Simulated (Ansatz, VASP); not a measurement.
# Ru in VASP and in Ansatz

```
CELL_PARAMETERS angstrom
2.68952 0.00000 0.00000
-1.34476 2.32920 0.00000
0.00000 0.00000 4.03932
ATOMIC_POSITIONS crystal
Ru 0.33333 0.66667 0.25000
Ru 0.66667 0.33333 0.75000
```

Change from the starting cell: strain +0.000 along x and y, -0.050 along z, atoms carried along.

Alike in both runs: task single point; functional PBEsol; k mesh 24 × 24 × 14; occupations gaussian, width 0.15 eV; no spin polarisation.

```csv
,VASP,Ansatz
version,VASP 6.6.1,Ansatz 0.2.0
potentials or method,"VASP PAW PBE potentials, release 64 (Ru_pv), cutoff 520 eV","scalar-relativistic, plane waves, PAW"
valence electrons in the cell,28,32
```

```tsv
	VASP	Ansatz	Ansatz less VASP
gap on the k mesh at the Fermi level (eV)	none	none	-
pressure (GPa)	22.3	22.2	-0.10
traceless stress, the component that is largest in VASP (GPa)	19.57	19.50	-0.069
```

VASP's potentials were made for PBE, not for PBEsol. A gap of «none» marks a metal or a gap that the smearing closes. With one functional, cell and mesh, what is left measures potentials, basis and numerics. VASP's potentials hold 28 valence electrons a cell and Ansatz's 32, so a difference there can come from the potentials and not from the codes.
